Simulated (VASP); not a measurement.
Runs of VASP 6.6.1 on Zr. The structure is that of space group Fd-3m (No. 227), or close to it. The cells are those of the table. This isn't the form of Zr at room conditions, which is hcp.

```tsv
task	cell	cutoff (eV)	gap on the mesh (eV)	pressure (GPa)
relaxation of cell and atoms	relaxed to 57 GPa from a = 3.682 Å, angles 60.0°, 2 atoms	600	none	57.0
single point	a = 3.660 Å, angles 60.0°, 2 atoms	520	none	58.5
single point	a = 3.659 Å, angles 60.0°, 2 atoms	520	none	(a)
relaxation of cell and atoms	relaxed to 57 GPa from a = 3.659 Å, angles 60.0°, 2 atoms	600	none	57.0
```

Alike in all rows: level LDA; potentials or basis VASP PAW LDA potentials, release 64 (Zr_sv); no spin polarisation; k mesh 12 × 12 × 12; smearing fermi-dirac 0.08 eV.

Fill in the values left out.

(a) 58.7.

Caveats: the cell is relaxed towards a set pressure, so the run minimises the enthalpy, not the energy (at least some runs); the cell stands under pressure (at least some runs).

A k mesh can miss the band edges, and the runs leave out spin-orbit coupling on Zr.

A gap of «none» marks levels without a gap at the run's occupations.
